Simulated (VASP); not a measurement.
A run of VASP 6.6.1 is set up as follows.

Contents of INCAR:

```
PREC = Accurate
ENCUT = 520
EDIFF = 1E-6
ISMEAR = 0
SIGMA = 0.019000000000000003
LREAL = F
LASPH = T
NELM = 60
ALGO = Normal
ISIF = 2
LWAVE = F
LCHARG = T
GGA = PE
LELF = T
LVHAR = T
NBANDS = 12
```

KPOINTS

```
regular mesh
0
Gamma
  11 11 11
```

The input POSCAR:

```
Ti
1.0
   -1.6410000000      1.6410000000      1.6410000000
    1.6410000000     -1.6410000000      1.6410000000
    1.6410000000      1.6410000000     -1.6410000000
Ti
1
Direct
    0.0000000000      0.0000000000      0.0000000000
```

Potentials or basis: VASP PAW PBE potentials, release 64 (Ti_sv).

Launch:

```bash
$ cat potpaw_PBE.64/Ti_sv/POTCAR > POTCAR
$ mpirun -np 1 vasp_std > vasp.out
```

(1) Estimate the band gap on the k mesh.

(2) Estimate the pressure.

Answers

(1) zero (band 6 reaches 8.90 eV, above the bottom of band 7 at 7.33 eV).

(2) -3.1 GPa.
